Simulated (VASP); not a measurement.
Re (a cell with a defect), 13 atoms in the cell. The cell holds a defect, 13 atoms: a = 5.520 Å, b = 8.280 Å, c = 4.457 Å, α = 90.00°, β = 90.00°, γ = 120.00°. 

| Property | Result |
| --- | --- |
| Program | VASP 6.6.1 |
| Task | single point |
| Functional | LDA |
| Potentials or basis | VASP PAW LDA potentials, release 64 (Re) |
| Cutoff | 520 eV |
| k mesh | 3 × 2 × 3 |
| Occupations | fermi-dirac, width 0.1 eV |
| Spin | no spin polarisation |
| Dipole correction | no |
| Further INCAR settings | ALGO = Normal; EDIFF = 1e-07; NBANDS = 58 |

Potentials or basis: VASP PAW LDA potentials, release 64 (Re).

The run is started by

```console
$ cat potpaw_LDA.64/Re/POTCAR > POTCAR
$ mpirun -np 1 vasp_std > vasp.out
```

Hardware: 1 thread of AMD EPYC 7R13 Processor (Zen 3) (shared host).

**Question.** Estimate the wall time of this run.

**Answer.** Wall time 4 min on 1 thread of AMD EPYC 7R13 Processor (Zen 3), with other jobs on the host, peak memory 0.23 GiB. Counts: scf iterations 28, k points 10.
